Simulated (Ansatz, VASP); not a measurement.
**One calculation of Ir, two programs**

```xyz
6
Lattice="1.9197 -1.9197 0.0000 1.9197 0.0000 -1.9197 8.5448 8.5448 8.5448" Properties=species:S:1:pos:R:3 pbc="T T T"
Ir    3.1994   -0.6400   -0.6400
Ir    7.0388    7.0388    7.0388
Ir    3.1994    1.2797    1.2797
Ir    7.0388    3.1994    3.1994
Ir    3.1994    3.1994    3.1994
Ir    7.0388    5.1191    5.1191
```

Alike in both runs: task single point; functional PBEsol; k mesh 20 × 20 × 4; occupations gaussian, width 0.15 eV; no spin polarisation.

|  | VASP | Ansatz |
| --- | --- | --- |
| version | VASP 6.6.1 | Ansatz 0.2.0 |
| potentials or method | VASP PAW PBE potentials, release 64 (Ir), cutoff 520 eV | scalar-relativistic, plane waves, PAW |
| valence electrons in the cell | 54 | 102 |

|  | VASP | Ansatz | Ansatz less VASP |
| --- | --- | --- | --- |
| gap on the k mesh at the Fermi level (eV) | none | none | - |
| pressure (GPa) | -9.1 | -9.9 | -0.77 |
| traceless stress, the component that is largest in VASP (GPa) | -0.39 | -0.38 | +0.007 |
| rms of the force components (eV/Å) | 0.167 | 0.170 | +0.0032 |

VASP's potentials were made for PBE, not for PBEsol. Atom by atom the forces differ by 0.013 eV/Å (rms over components). A gap of «none» marks a metal or a gap that the smearing closes. VASP's potentials hold 54 valence electrons a cell and Ansatz's 102, so a difference there can come from the potentials and not from the codes.

Neither program's run includes spin-orbit coupling.
